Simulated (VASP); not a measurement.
# Li5F4 in VASP: a series of runs

The runs below take Li5F4 through single point, with PBEsol.

Program: VASP 6.6.1. These are calculated values, not measurements. Logs are shortened: lines on timing, memory, paths and dates and some standing lists are left out, and cuts for length are marked.

## (1) The cell of the first run

The cell holds a slab with vacuum, 9 atoms: a = 2.834 Å, b = 2.834 Å, c = 24.256 Å, α = 90.00°, β = 90.00°, γ = 120.00°.

## (2) Single point, PBEsol

Contents of INCAR:

```
PREC = Accurate
ENCUT = 520
EDIFF = 1E-6
ISMEAR = 0
SIGMA = 0.05
LREAL = False
LASPH = True
NELM = 60
ALGO = Normal
ISIF = 2
LWAVE = False
LCHARG = False
LDIPOL = True
IDIPOL = 3
DIPOL = 0.5 0.5 0.500
GGA = PS
NBANDS = 32
```

Contents of KPOINTS:

```
regular mesh
0
Gamma
  12 12 1
```

Contents of POSCAR:

```
Li5F4
1.0
    2.8340101035      0.0000000000      0.0000000000
   -1.4170050518      2.4543247443      0.0000000000
    0.0000000000      0.0000000000     24.2558382394
Li F
5 4
Direct
    0.6666666667      0.3333333333      0.3092039090
    0.3333333333      0.6666666667      0.4046019545
    0.0000000000      0.0000000000      0.5000000000
    0.6666666667      0.3333333333      0.5953980455
    0.3333333333      0.6666666667      0.6907960910
    0.0000000000      0.0000000000      0.3569029318
    0.6666666667      0.3333333333      0.4523009773
    0.3333333333      0.6666666667      0.5476990227
    0.0000000000      0.0000000000      0.6430970682
```

Potentials or basis: VASP PAW PBE potentials, release 64 (Li_sv, F).

Started as:

```bash
cat potpaw_PBE.64/Li_sv/POTCAR potpaw_PBE.64/F/POTCAR > POTCAR
mpirun -np 1 vasp_std > vasp.out
```

OUTCAR:

```text
PREC = Accurate
   ENCUT = 520
   EDIFF = 1E-6
   ISMEAR = 0
   LREAL = False
   LASPH = True
   NELM = 60
   ISIF = 2
   GGA = PS

 ion  position               nearest neighbor table
   1  0.667  0.333  0.309-   6 2.00   6 2.00   6 2.00
   2  0.333  0.667  0.405-   6 2.00   6 2.00   6 2.00   7 2.00   7 2.00   7 2.00
   3  0.000  0.000  0.500-   7 2.00   8 2.00   7 2.00   8 2.00   7 2.00   8 2.00
   4  0.667  0.333  0.595-   9 2.00   9 2.00   9 2.00   8 2.00   8 2.00   8 2.00
   5  0.333  0.667  0.691-   9 2.00   9 2.00   9 2.00
   6  0.000  0.000  0.357-   2 2.00   2 2.00   2 2.00   1 2.00   1 2.00   1 2.00
   7  0.667  0.333  0.452-   3 2.00   3 2.00   3 2.00   2 2.00   2 2.00   2 2.00
   8  0.333  0.667  0.548-   3 2.00   3 2.00   3 2.00   4 2.00   4 2.00   4 2.00
   9  0.000  0.000  0.643-   4 2.00   4 2.00   4 2.00   5 2.00   5 2.00   5 2.00

  LATTYP: Found a hexagonal cell.
 ALAT       =     2.8340101035
 C/A-ratio  =     8.5588397195

  Lattice vectors:

 A1 = (   2.8340101035,   0.0000000000,   0.0000000000)
 A2 = (  -1.4170050518,   2.4543247443,   0.0000000000)
 A3 = (   0.0000000000,   0.0000000000,  24.2558382394)

Analysis of symmetry for initial positions (statically):
=====================================================================
 Subroutine PRICEL returns:
 Original cell was already a primitive cell.

 Routine SETGRP: Setting up the symmetry group for a
 hexagonal supercell.

 Subroutine GETGRP returns: Found 12 space group operations
 (whereof 12 operations were pure point group operations)
 out of a pool of 24 trial point group operations.

The static configuration has the point symmetry D_3d.

Analysis of symmetry for dynamics (positions and initial velocities):
=====================================================================
 Subroutine PRICEL returns:
 Original cell was already a primitive cell.

 Routine SETGRP: Setting up the symmetry group for a
 hexagonal supercell.

 Subroutine GETGRP returns: Found 12 space group operations
 (whereof 12 operations were pure point group operations)
 out of a pool of 24 trial point group operations.

The dynamic configuration has the point symmetry D_3d.

 Subroutine INISYM returns: Found 12 space group operations
 (whereof 12 operations are pure point group operations),
 and found     1 'primitive' translations

----------------------------------------------------------------------------------------

                                     Primitive cell

  volume of cell :     168.7135

  direct lattice vectors                    reciprocal lattice vectors
     2.834010103  0.000000000  0.000000000     0.352856893  0.203722022  0.000000000
    -1.417005052  2.454324744  0.000000000     0.000000000  0.407444044  0.000000000
     0.000000000  0.000000000 24.255838239     0.000000000  0.000000000  0.041227188

  length of vectors
     2.834010103  2.834010104 24.255838239     0.407444044  0.407444044  0.041227188

  position of ions in fractional coordinates (direct lattice)
     0.666666667  0.333333333  0.309203909
     0.333333333  0.666666667  0.404601955
     0.000000000  0.000000000  0.500000000
     0.666666667  0.333333333  0.595398045
     0.333333333  0.666666667  0.690796091
     0.000000000  0.000000000  0.356902932
     0.666666667  0.333333333  0.452300977
     0.333333333  0.666666667  0.547699023
     0.000000000  0.000000000  0.643097068

  ion indices of the primitive-cell ions
   primitive index   ion index
                 1           1
                 2           2
                 3           3
                 4           4
                 5           5
                 6           6
                 7           7
                 8           8
                 9           9

----------------------------------------------------------------------------------------

 KPOINTS: regular mesh

Automatic generation of k-mesh.
 Grid dimensions read from file:
 generate k-points for:   12   12    1

 Generating k-lattice:

  Cartesian coordinates                     Fractional coordinates (reciprocal lattice)
     0.029404741  0.016976835  0.000000000     0.083333333  0.000000000  0.000000000
     0.000000000  0.033953670  0.000000000     0.000000000  0.083333333  0.000000000
     0.000000000  0.000000000  0.041227188     0.000000000  0.000000000  1.000000000

  Length of vectors
     0.033953670  0.033953670  0.041227188

  Shift w.r.t. Gamma in fractional coordinates (k-lattice)
     0.000000000  0.000000000  0.000000000

 Subroutine IBZKPT returns following result:
 ===========================================

 Found     19 irreducible k-points:

 Following reciprocal coordinates:
            Coordinates               Weight
  0.000000  0.000000  0.000000      1.000000
  0.083333  0.000000  0.000000      6.000000
  0.166667  0.000000  0.000000      6.000000
  0.250000  0.000000  0.000000      6.000000
  0.333333 -0.000000  0.000000      6.000000
  0.416667 -0.000000  0.000000      6.000000
[... 11 lines left out ...]
  0.333333  0.250000  0.000000     12.000000
  0.333333  0.333333  0.000000      2.000000
   k-points           NKPTS =     19   k-points in BZ     NKDIM =     19   number of bands    NBANDS=     32
   number of dos      NEDOS =    301   number of ions     NIONS =      9
   total plane-waves  NPLWV = 103680
   dimension x,y,z NGX =    24 NGY =   24 NGZ =  180
   dimension x,y,z NGXF=    48 NGYF=   48 NGZF=  360
   ions per type =               5   4
   NGX,Y,Z   is equivalent  to a cutoff of  14.08, 14.08, 12.34 a.u.
   NGXF,Y,Z  is equivalent  to a cutoff of  28.16, 28.16, 24.67 a.u.
 SYSTEM =  unknown system
   PREC   = accura    normal or accurate (medium, high low for compatibility)
   ISTART =      0    job   : 0-new  1-cont  2-samecut
   ICHARG =      2    charge: 1-file 2-atom 10-const
   ISPIN  =      1    spin polarized calculation?
   LNONCOLLINEAR =      F non collinear calculations
   LSORBIT =      F    spin-orbit coupling
   LASPH  =      T    aspherical Exc in radial PAW
   ENCUT  =  520.0 eV  38.22 Ry    6.18 a.u.   5.27  5.27 45.10*2*pi/ulx,y,z
   NELM   =     60;   NELMIN=  2; NELMDL= -5     # of ELM steps
   EDIFF  = 0.1E-05   stopping-criterion for ELM
   LREAL  =      F    real-space projection
   EDIFFG = 0.1E-04   stopping-criterion for IOM
   NSW    =      0    number of steps for IOM
   IBRION =     -1    ionic relax: 0-MD 1-quasi-New 2-CG
   NFREE  =      0    steps in history (QN), initial steepest desc. (CG)
   ISIF   =      2    stress and relaxation
   ISYM   =      2    0-nonsym 1-usesym 2-fastsym
   POTIM  = 0.5000    time-step for ionic-motion
   TEBEG  =    0.0;   TEEND  =   0.0 temperature during run
   PSTRESS=    0.0 pullay stress
   NELECT =      43.0000    total number of electrons
   NUPDOWN=      -1.0000    fix difference up-down
   EMIN   =  10.00;   EMAX   =-10.00  energy-range for DOS
   EFERMI =   0.00;   METHOD = LEGACY
   ISMEAR =     0;   SIGMA  =   0.05  broadening in eV -4-tet -1-fermi 0-gaus
   EFERMI_NEDOS =   21; number of points for ismear=-14 and -15
   IALGO  =     38    algorithm
   IMIX   =      4    mixing-type and parameters
     AMIX     =   0.40;   BMIX     =  1.00
     AMIX_MAG =   1.60;   BMIX_MAG =  1.00
  volume/ion in A,a.u.               =      18.75       126.50
  Fermi-wavevector in a.u.,A,eV,Ry     =   1.037961  1.961462 14.658417  1.077363
  Thomas-Fermi vector in A             =   2.172423
   LORBIT       =      0    0 simple, 1 ext, 2 COOP (PROOUT), +10 PAW based schemes
   GGA     = PS    functional components
   LHFCALC =     F    Hartree Fock is set to
   AEXX    =    0.0000 exact exchange contribution
   IVDW    =     0    specifies the selected vdW correction
   LEPSILON=     F    determine dielectric tensor
   LRPA    =     F    only Hartree local field effects (RPA)
 non-spin polarized calculation
 Gauss-broadening in eV      SIGMA  =   0.05
  energy-cutoff  :      520.00
  volume of cell :      168.71
 maximum number of plane-waves:      4569
 NGX is ok and might be reduce to    24
   NGX = 11   NGY = 11   NGZ = 91

 number of electron      42.9999992 magnetization

 dipolmoment           0.000000      0.000000     -0.000000 electrons x Angstroem

 Free energy of the ion-electron system (eV)
  ---------------------------------------------------
  ext. energy  EPLUGINS =         0.00000000
  ---------------------------------------------------
  free energy    TOTEN  =       -40.22906580 eV

  energy without entropy =      -40.22759771  energy(sigma->0) =      -40.22833176

 E-fermi :   0.4852     XC(G=0):  -5.4292

 val. band max:        0.4535699383   @ k =   0.2500   0.0000   0.0000
 cond. band min:       0.8388394150   @ k =   0.1667   0.1667   0.0000
 fundamental gap:      0.3852694767
 Fermi energy:         0.4852031130

 k-point     1 :       0.0000    0.0000    0.0000
  band No.  band energies     occupation
      1     -47.0825      2.00000
      2     -47.0622      2.00000
      3     -47.0340      2.00000
      4     -46.9034      2.00000
      5     -46.9034      2.00000
      6     -26.7989      2.00000
[... 24 lines left out ...]
     31       7.0881      0.00000
     32       8.6335      0.00000

 k-point     2 :       0.0833    0.0000    0.0000
  band No.  band energies     occupation
      1     -47.0788      2.00000
      2     -47.0593      2.00000
      3     -47.0319      2.00000
      4     -46.9012      2.00000
      5     -46.9012      2.00000
      6     -26.7744      2.00000
[... 24 lines left out ...]
     31       7.2270      0.00000
     32       8.7248      0.00000
[... 558 lines left out ...]
     31       8.1365      0.00000
     32       8.4080      0.00000

 k-point    19 :       0.3333    0.3333    0.0000
  band No.  band energies     occupation
      1     -47.0122      2.00000
      2     -47.0122      2.00000
      3     -47.0063      2.00000
      4     -46.8650      2.00000
      5     -46.8650      2.00000
      6     -26.2382      2.00000
[... 24 lines left out ...]
     31       7.7132      0.00000
     32       8.3076      0.00000

------------------------ aborting loop because EDIFF is reached ----------------------------------------

 vacuum level on the upper side and lower side of the slab       (xc-potential included)        -0.161        -0.161

  FORCE on cell =-STRESS in cart. coord.  units (eV):
  Direction    XX          YY          ZZ          XY          YZ          ZX
  --------------------------------------------------------------------------------------
  -------------------------------------------------------------------------------------
  Total        0.4804721      0.4804721      0.1357651     -0.0000000      0.0000000      0.0000000
  in kB        4.5627752      4.5627752      1.2892853     -0.0000000      0.0000000      0.0000000
  external PRESSURE =       3.4716119 kB  Pullay stress =       0.0000000 kB

 VOLUME and BASIS-vectors are now :
 -----------------------------------------------------------------------------
  energy-cutoff  :      520.00
  volume of cell :      168.71
      direct lattice vectors                 reciprocal lattice vectors
     2.834010103  0.000000000  0.000000000     0.352856893  0.203722022  0.000000000
    -1.417005052  2.454324744  0.000000000     0.000000000  0.407444044  0.000000000
     0.000000000  0.000000000 24.255838239     0.000000000  0.000000000  0.041227188

 POSITION                                       TOTAL-FORCE (eV/Angst)
 -----------------------------------------------------------------------------------
      1.41701      0.81811      7.50000        -0.000000      0.000000     -0.068221
     -0.00000      1.63622      9.81396         0.000000      0.000000      0.046979
      0.00000      0.00000     12.12792        -0.000000     -0.000000     -0.000000
      1.41701      0.81811     14.44188        -0.000000     -0.000000     -0.046979
     -0.00000      1.63622     16.75584         0.000000      0.000000      0.068221
      0.00000      0.00000      8.65698        -0.000000     -0.000000      0.002337
      1.41701      0.81811     10.97094        -0.000000      0.000000      0.002288
     -0.00000      1.63622     13.28490         0.000000     -0.000000     -0.002288
      0.00000      0.00000     15.59886        -0.000000      0.000000     -0.002337
 -----------------------------------------------------------------------------------
    total drift:                                0.000000     -0.000000      0.000000

  FREE ENERGIE OF THE ION-ELECTRON SYSTEM (eV)
  ---------------------------------------------------
  free  energy   TOTEN  =       -40.2290657989 eV

  energy  without entropy=      -40.2275977122  energy(sigma->0) =      -40.22833176

 vacuum level on the upper side and lower side of the slab         4.776         4.776
```

Wall time 5 min (1 thread of AMD EPYC 7R13, shared host); peak memory 0.3 GiB.

What came out:

| Quantity | Value |
| --- | --- |
| Free energy | -40.2291 eV |
| Largest force | 0.068 eV/Å |

Forces in eV/Å, atoms in the order of the input:
```
Li   0.000  0.000 -0.068
Li   0.000  0.000  0.047
Li   0.000  0.000  0.000
Li   0.000  0.000 -0.047
Li   0.000  0.000  0.068
F    0.000  0.000  0.002
F    0.000  0.000  0.002
F    0.000  0.000 -0.002
F    0.000  0.000 -0.002
```

Caveat: the cutoff is under 1.25 times the usual one of these potentials, so pressure, stress and relaxed cells hold a basis-set (Pulay) error; the PAW data sets were made with another functional, which shifts forces and pressure a little; an odd number of electrons without spin polarisation forces a metal; a magnetic or distorted state may lie lower.

(Continued in part 2 of 2.)
